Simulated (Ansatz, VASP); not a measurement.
One calculation of Li, two programs

```
Li
1.0
     3.03439    0.00000    0.00000
    -1.51719    2.62785    0.00000
     0.00000    0.00000   10.21621
Li
4
Direct
  0.00000 0.00000 0.00979
  0.33333 0.66667 0.25000
  0.00000 0.00000 0.50000
  0.66667 0.33333 0.75000
```

Alike in both runs: task single point; functional PBEsol; k mesh 10 × 10 × 3; no spin polarisation.

|  | VASP | Ansatz |
| --- | --- | --- |
| version | VASP 6.6.1 | Ansatz 0.2.0 |
| potentials or method | VASP PAW PBE potentials, release 64 (Li_sv) | plane waves, PAW |
| plane-wave cutoff (eV) | 520 | 420 |
| occupations | gaussian, width 0.1 eV | gaussian |
| valence electrons in the cell | 12 | 12 |

```tsv
	VASP	Ansatz	Ansatz less VASP
rms of the force components (eV/Å)	0.043	0.043	-0.0003
```

VASP's potentials were made for PBE, not for PBEsol. Atom by atom the forces differ by 0.000 eV/Å (rms over components).

Noted on VASP's run: the cutoff is under 1.25 times that of the potentials, so the pressure is a little rough.
